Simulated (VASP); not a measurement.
Runs of VASP 6.6.1 on CdSe. The structure is that of space group P6_3mc (No. 186), or close to it. The cells are those of the table. 

```tsv
cell	gap on the mesh (eV)	pressure (GPa)	largest force (eV/Å)
a = 4.084, b = 4.084, c = 7.015 Å, angles 90.0, 90.0, 120.0°, 4 atoms	0.79	11.2	0.60
a = 4.084, b = 4.084, c = 7.191 Å, angles 90.0, 90.0, 120.0°, 4 atoms	0.69	9.4	0.75
a = 4.191, b = 4.191, c = 7.015 Å, angles 90.0, 90.0, 120.0°, 4 atoms	0.74	6.7	0.24
a = 4.298, b = 4.298, c = 6.840 Å, angles 90.0, 90.0, 120.0°, 4 atoms	0.75	5.0	0.28
a = 4.191, b = 4.191, c = 6.664 Å, angles 90.0, 90.0, 120.0°, 4 atoms	0.92	11.0	0.39
a = 4.084, b = 4.084, c = 6.840 Å, angles 90.0, 90.0, 120.0°, 4 atoms	0.90	(a)	0.35
a = 4.191, b = 4.191, c = 6.840 Å, angles 90.0, 90.0, 120.0°, 4 atoms	0.84	8.7	0.02
a = 4.191, b = 4.191, c = 7.366 Å, angles 90.0, 90.0, 120.0°, 4 atoms	0.58	3.9	0.48
a = 4.084, b = 4.084, c = 7.366 Å, angles 90.0, 90.0, 120.0°, 4 atoms	0.60	7.9	0.83
a = 4.191, b = 4.191, c = 7.191 Å, angles 90.0, 90.0, 120.0°, 4 atoms	0.65	5.2	0.40
a = 4.084, b = 4.084, c = 6.664 Å, angles 90.0, 90.0, 120.0°, 4 atoms	1.01	16.2	0.01
a = 4.298, b = 4.298, c = 6.664 Å, angles 90.0, 90.0, 120.0°, 4 atoms	0.79	(b)	0.67
```

Alike in all rows: task single point; level PBE; potentials or basis VASP PAW PBE potentials, release 64 (Cd, Se); no spin polarisation; k mesh 6 × 6 × 4; cutoff (eV) 520; smearing gaussian 0.05 eV.

Question: Estimate the missing entries.

Answer: (a) 13.5; (b) 7.1.

Caveats: semilocal functionals underestimate gaps, and a narrow one can read as zero (at least some runs); the cell stands under pressure (at least some runs); the stress differs along the axes, from 7 to 13 GPa (at least some runs); the stress differs along the axes, from 4 to 12 GPa (at least some runs); the stress differs along the axes, from -0 to 6 GPa (at least some runs); the stress differs along the axes, from 1 to 11 GPa (at least some runs); the stress differs along the axes, from 5 to 12 GPa (at least some runs).

A k mesh can miss the band edges, and the runs leave out spin-orbit coupling on Cd, Se.
